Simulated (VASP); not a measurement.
A run of VASP 6.6.1 is set up as follows.

Contents of INCAR:

```
PREC = Accurate ; ENCUT = 520
EDIFF = 1E-7 ; ISMEAR = 0
SIGMA = 0.05 ; LREAL = False
LASPH = True ; NELM = 60
ALGO = Normal ; ISIF = 2
LWAVE = False ; LCHARG = True
GGA = PE ; LELF = True
LVHAR = True ; NBANDS = 27
```

File KPOINTS:

```
regular mesh
0
Gamma
  8 8 8
```

POSCAR

```
KTaO3
1.0
    4.2987792651      0.0000000000      0.0000000000
    0.0000000000      4.2987792651      0.0000000000
    0.0000000000      0.0000000000      3.8104379405
K Ta O
1 1 3
Direct
    0.5000000000      0.5000000000      0.5000000000
    0.0000000000      0.0000000000      0.0000000000
    0.5000000000      0.0000000000      0.0000000000
    0.0000000000      0.5000000000      0.0000000000
    0.0000000000      0.0000000000      0.5000000000
```

Potentials or basis: VASP PAW PBE potentials, release 64 (K_sv, Ta_pv, O).

Command:

```console
$ cat potpaw_PBE.64/K_sv/POTCAR potpaw_PBE.64/Ta_pv/POTCAR potpaw_PBE.64/O/POTCAR > POTCAR
$ mpirun -np 1 vasp_std > vasp.out
```

Q: What does it give for the band gap on the k mesh?

A: 1.70 eV, indirect (least direct gap 2.27 eV).

Q: Predict the pressure.

A: -7.3 GPa.

Stress tensor (GPa, compression positive):
```
-19.82   0.00   0.00
  0.00 -19.82   0.00
  0.00   0.00  17.84
```

Caveat: spin-orbit coupling is left out, which moves the levels of the heavy elements. A k mesh can miss the band edges.
